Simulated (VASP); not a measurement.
Crystal: InSb5.

```
In Sb
1.0
     5.08935    0.00000    0.00000
    -2.54467    4.40751    0.00000
     0.00000    0.00000    9.67441
In Sb
1 5
Direct
  0.00000 0.00000 0.00000
  0.50000 0.00000 0.50000
  0.00000 0.50000 0.50000
  0.50000 0.50000 0.50000
  0.00000 0.00000 0.67959
  0.00000 0.00000 0.32041
```

The cell was built from a structure type or drawn by symmetry, and may not be a known phase.

```yaml
Program: VASP 6.6.1
Task: relaxation of cell and atoms
Functional: PBE
Potentials_or_basis: VASP PAW PBE potentials, release 64 (In_d, Sb)
Cutoff: 600 eV
k_mesh: 6 × 6 × 2
Occupations: gaussian, width 0.1 eV
Spin: no spin polarisation
```

At the start: pressure 22.9 GPa; volume 36.17 Å³/atom.

Q: How do energy, volume and symmetry change on relaxing?

A: Over 14 steps the energy falls by 1138.3 meV/atom and the volume is 51.36 Å³/atom (+42.0 %); space group P6/mmm (No. 191, to 0.1 Å) before and after.

The path:
```csv
step,energy change (eV),largest force (eV/Å),pressure (GPa),volume (Å³)
1,0.0000,1.7105,22.88,217.01
2,-4.5664,0.7275,-3.99,414.15
3,-6.4462,0.6328,-0.60,312.87
4,-6.4454,0.6442,-0.77,314.99
5,-6.6139,0.6409,-0.44,307.36
6,-6.6697,0.6133,-0.05,300.94
7,-6.6702,0.6057,0.01,300.01
8,-6.7163,0.6028,0.20,298.75
9,-6.7914,0.0261,0.96,294.98
10,-6.8139,0.0807,0.65,299.75
11,-6.8225,0.2252,0.30,306.10
12,-6.8227,0.2065,0.33,305.32
13,-6.8282,0.0926,0.14,306.87
14,-6.8295,0.0036,-0.02,308.16
```

Final structure:
```
In Sb
1.0
     6.15311    0.00000    0.00000
    -3.07655    5.32875    0.00000
     0.00000    0.00000    9.39854
In Sb
1 5
Direct
  0.00000 0.00000 0.00000
  0.50000 0.00000 0.50000
  0.00000 0.50000 0.50000
  0.50000 0.50000 0.50000
  0.00000 0.00000 0.65904
  0.00000 0.00000 0.34096
```

Caveat: the volume moved by over 15 % at a fixed basis, so the end points are rough.
